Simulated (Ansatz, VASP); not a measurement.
# NiO: VASP and Ansatz over several settings

```
Ni O
1.0
     0.00000    2.04332    2.04332
     2.04332    0.00000    2.04332
     2.04332    2.04332    0.00000
Ni O
1 1
Direct
  0.00000 0.00000 0.00000
  0.50000 0.50000 0.50000
```

Single points on this cell with VASP 6.6.1 and Ansatz 0.2.0. Each row is one pair of runs. Alike in all rows: spin: collinear, typed start; k mesh: 11 × 11 × 11.

| level | smearing | VASP's potentials, cutoff | Ansatz's potentials, cutoff | gap on the k mesh at the Fermi level (eV), VASP | gap on the k mesh at the Fermi level (eV), Ansatz | pressure (GPa), VASP | pressure (GPa), Ansatz | net moment per atom (μB), VASP | net moment per atom (μB), Ansatz |
| --- | --- | --- | --- | --- | --- | --- | --- | --- | --- |
| r2SCAN+D3(BJ) | fermi-dirac, width 0.05 eV | VASP PAW PBE potentials, release 64 (Ni, O), 520 eV | Ansatz PAW, 500 eV | 0.51 | 0.59 | 17.5 | 17.4 | 1.00 | 1.00 |
| RPBE+D4 | fermi-dirac, width 0.05 eV | VASP PAW PBE potentials, release 64 (Ni, O), 600 eV | Ansatz PAW, 420 eV | none | none | 17.8 | 18.4 | 0.79 | 0.81 |
| PBE+D3(BJ) | fermi-dirac, width 0.05 eV | VASP PAW PBE potentials, release 64 (Ni, O), 520 eV | Ansatz PAW, 420 eV | none | none | 15.3 | 15.7 | 0.72 | 0.75 |
| r2SCAN+D4 | fermi-dirac, width 0.05 eV | VASP PAW PBE potentials, release 64 (Ni, O), 520 eV | Ansatz PAW, 500 eV | 0.51 | 0.59 | 17.5 | 17.4 | 1.00 | 1.00 |
| BLYP+D3(BJ) | gaussian, width 0.02 eV | VASP PAW PBE potentials, release 64 (Ni, O), 520 eV | PseudoDojo standard (PBE files), 1333 eV | none | none | 16.7 | 15.7 | 0.00 | 0.22 |
| BLYP+D3(BJ) | fermi-dirac, width 0.05 eV | VASP PAW PBE potentials, release 64 (Ni, O), 520 eV | Ansatz PAW, 420 eV | none | none | 21.4 | 21.8 | 0.69 | 0.73 |

Gap on the k mesh at the fermi level (eV): the two programs differ by at most 0.082; pressure (GPa): the two programs differ by at most 1; net moment per atom (μB): the two programs differ by at most 0.224.

VASP's potentials hold 16 valence electrons a cell and Ansatz's 24, so a difference there can come from the potentials and not from the codes.

A gap of «none» marks a metal or a gap that the smearing closes.

In some rows the two programs ended in different magnetic states.

Noted on Ansatz's runs: the magnetic or orbital state may not be the lowest; odd divisions of the mesh miss points on the zone boundary, where band edges often lie, so the gap on the mesh can be too wide; the potentials were made for another functional, which shifts forces and pressure.

A gap of «none» marks a metal or a gap under the smearing width.
